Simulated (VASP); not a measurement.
Set up this calculation in VASP 6.6.1, as the native input.

- Task: single point
- Functional: BLYP
- Dispersion: D4
- Potentials or basis: VASP PAW PBE potentials, release 64 (Sb, Ga_d)
- Cutoff: 520 eV
- k mesh: 8 × 8 × 8
- Occupations: fermi-dirac, width 0.05 eV
- Spin: no spin polarisation
- Dipole correction: no
- Further INCAR settings: ALGO = Normal; EDIFF = 1e-06; NBANDS = 16

The structure of GaSb lies in POSCAR:

```
GaSb
1.0
    0.0000000000      3.0673290799      3.0673290799
    3.0673290799      0.0000000000      3.0673290799
    3.0673290799      3.0673290799      0.0000000000
Sb Ga
1 1
Direct
    0.7500000000      0.7500000000      0.7500000000
    0.0000000000      0.0000000000      0.0000000000
```

The input as run:

INCAR

```
SYSTEM = GaSb
  PREC = Accurate
  ENCUT = 520
  EDIFF = 1E-6
  ISMEAR = -1
  SIGMA = 0.05
  LREAL = .False.
  LASPH = .True.
  NELM = 80
  ALGO = Normal
  ISIF = 2
  LWAVE = .False.
  LCHARG = .False.
  GGA = B5
  ALDAX = 1.0
  AGGAX = 1.0
  AGGAC = 1.0
  ALDAC = 0.0
  IVDW = 13
  VDW_S6 = 1.0
  VDW_S8 = 2.34076671
  VDW_A1 = 0.44488865
  VDW_A2 = 4.0933009
  NBANDS = 16
```

KPOINTS

```
regular mesh
0
Gamma
  8 8 8
  0 0 0
```

Potentials or basis: VASP PAW PBE potentials, release 64 (Sb, Ga_d).

Run with:

```sh
$ cat potpaw_PBE.64/Sb/POTCAR potpaw_PBE.64/Ga_d/POTCAR > POTCAR
$ mpirun -np 1 vasp_std > vasp.out
```

Results of the run:

The pressure is 0.2 GPa and the band gap on the k mesh is zero (filled and empty bands touch). The dispersion energy per atom is -0.788 eV.

Caveat: the PAW data sets were made with another functional, which shifts forces and pressure a little; spin-orbit coupling is left out, which moves the levels of the heavy elements; pairwise dispersion overbinds metals, which lowers pressure and volume.

Wall time 18 s on 1 thread of Intel(R) Xeon(R) 6975P-C (Granite Rapids), on a shared host, peak memory 0.18 GiB.
